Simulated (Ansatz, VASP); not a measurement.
## MgO in VASP and in Ansatz

```
Mg O
1.0
     3.46507    0.00000    0.00000
    -1.73254    3.00084    0.00000
     0.00000    0.00000    4.44811
Mg O
2 2
Direct
  0.66667 0.33333 0.75000
  0.33333 0.66667 0.25000
  0.66667 0.33333 0.25000
  0.33333 0.66667 0.75000
```

Alike in both runs: task single point; functional PBE; k mesh 9 × 9 × 6; occupations gaussian, width 0.05 eV; no spin polarisation.

|  | VASP | Ansatz |
| --- | --- | --- |
| version | VASP 6.6.1 | Ansatz 0.2.0 |
| potentials or method | VASP PAW PBE potentials, release 64 (Mg, O), cutoff 520 eV | scalar-relativistic, plane waves, PAW |
| valence electrons in the cell | 16 | 32 |

```tsv
	VASP	Ansatz	Ansatz less VASP
gap on the k mesh at the Fermi level (eV)	3.09	3.11	+0.021
least direct gap on the mesh (eV)	3.09	3.11	+0.021
pressure (GPa)	-1.8	-1.2	+0.54
traceless stress, the component that is largest in VASP (GPa)	-5.48	-5.36	+0.120
```

The functional is the same, so the differences come from potentials, cutoffs and numerics. VASP's potentials hold 16 valence electrons a cell and Ansatz's 32, so a difference there can come from the potentials and not from the codes.
